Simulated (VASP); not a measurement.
The system is AlFe.

```
Fe Al
1.0
     2.91000    0.00000    0.00000
     0.00000    2.91000    0.00000
     0.00000    0.00000    2.91000
Fe Al
1 1
Cartesian
  1.4550 1.4550 1.4550
  0.0000 0.0000 0.0000
```

Base run:

```yaml
Program: VASP 6.6.1
Functional: PBEsol
Potentials_or_basis: VASP PAW PBE potentials, release 64 (Fe_sv, Al)
Cutoff: 690 eV
k_mesh: 8 × 8 × 8
Occupations: fermi-dirac, width 0.05 eV
Spin: collinear spin, ferromagnetic start
Starting_moments: "[2.2, 0.0] μB"
Fixed_moment: 2.2 μB
```

Its results: pressure 1.2 GPa; site moments Fe +2.07; Al -0.03 μB.

Q: The run is repeated on the same cell with these changes: fixed moment from 2.2 μB to 0.8 μB; moments at the start from [2.2, 0.0] to [0.8, 0.0]. What comes out?

A: Pressure -11.1 GPa; site moments Fe +0.80; Al -0.03 μB.

Caveats: the PAW data sets were made with another functional, which shifts forces and pressure a little; the total moment is fixed, so each spin has its own Fermi level and the state may be an excited one; the cell stands under tension (at least some runs).
